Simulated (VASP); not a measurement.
**TiSi: single point with r2SCAN**

TiSi:

```
CELL_PARAMETERS angstrom
3.57210 0.00000 0.00000
0.00000 4.10534 0.00000
0.00000 0.00000 3.84201
ATOMIC_POSITIONS crystal
Ti 0.00000 0.50000 0.00000
Ti 0.50000 0.00000 0.00000
Si 0.00000 0.00000 0.50000
Si 0.50000 0.50000 0.50000
```

This cell differs from its parent crystal: biaxial strain in the a-b plane: -1.5 %.

* Program: VASP 6.6.1
* Task: single point
* Functional: r2SCAN
* Potentials or basis: VASP PAW PBE potentials, release 64 (Ti_sv, Si)
* Cutoff: 520 eV
* k mesh: 14 × 12 × 14
* Occupations: gaussian, width 0.1 eV
* Spin: no spin polarisation

```
Pressure               : 3.2 GPa
Band gap on the k mesh : zero (bands 16 and 17 overlap by 1.98 eV)
```

Stress tensor (GPa, compression positive):
```
4.96 0.00 0.00
0.00 3.44 0.00
0.00 0.00 1.28
```

Levels at points of the mesh, in eV from the Fermi level:
| k point | band 12 | band 13 | band 14 | band 15 | band 16 | band 17 | band 18 | band 19 | band 20 | band 21 |
| --- | --- | --- | --- | --- | --- | --- | --- | --- | --- | --- |
| (0.00, 0.00, 0.00) | -2.79 | -2.36 | -1.84 | -1.43 | -1.36 | -1.03 | -0.44 | 1.97 | 2.70 | 3.23 |
| (0.50, 0.00, 0.00) | -2.68 | -2.46 | -2.46 | -2.41 | -2.41 | 0.68 | 0.68 | 2.29 | 2.29 | 2.57 |
| (0.00, 0.50, 0.00) | -2.29 | -1.98 | -1.98 | -0.93 | -0.93 | 0.65 | 0.65 | 0.84 | 0.84 | 2.80 |
| (0.50, 0.50, 0.00) | -7.05 | -3.36 | -3.36 | -0.96 | -0.96 | 2.07 | 2.07 | 2.74 | 2.74 | 4.62 |
| (0.00, 0.00, 0.50) | -4.14 | -3.75 | -2.89 | -1.14 | 0.37 | 0.97 | 2.05 | 2.35 | 2.50 | 2.84 |
| (0.50, 0.00, 0.50) | -4.37 | -2.71 | -2.71 | -0.35 | -0.35 | -0.07 | -0.07 | 1.32 | 1.32 | 2.45 |
| (0.00, 0.50, 0.50) | -5.00 | -1.97 | -1.97 | 0.74 | 0.74 | 1.05 | 1.05 | 1.41 | 1.41 | 1.53 |
| (0.50, 0.50, 0.50) | -5.58 | -2.94 | -2.94 | -1.93 | -1.93 | 1.38 | 1.38 | 2.22 | 2.22 | 2.28 |

Wall time 64 min on 1 thread of Oxide Virtual Turin-like Processor, on a shared host, peak memory 0.55 GiB.

Caveat: the cell differs from its parent crystal (biaxial strain in the a-b plane: -1.5 %); the cell stands under pressure; the PAW data sets were made with another functional, which shifts forces and pressure a little.
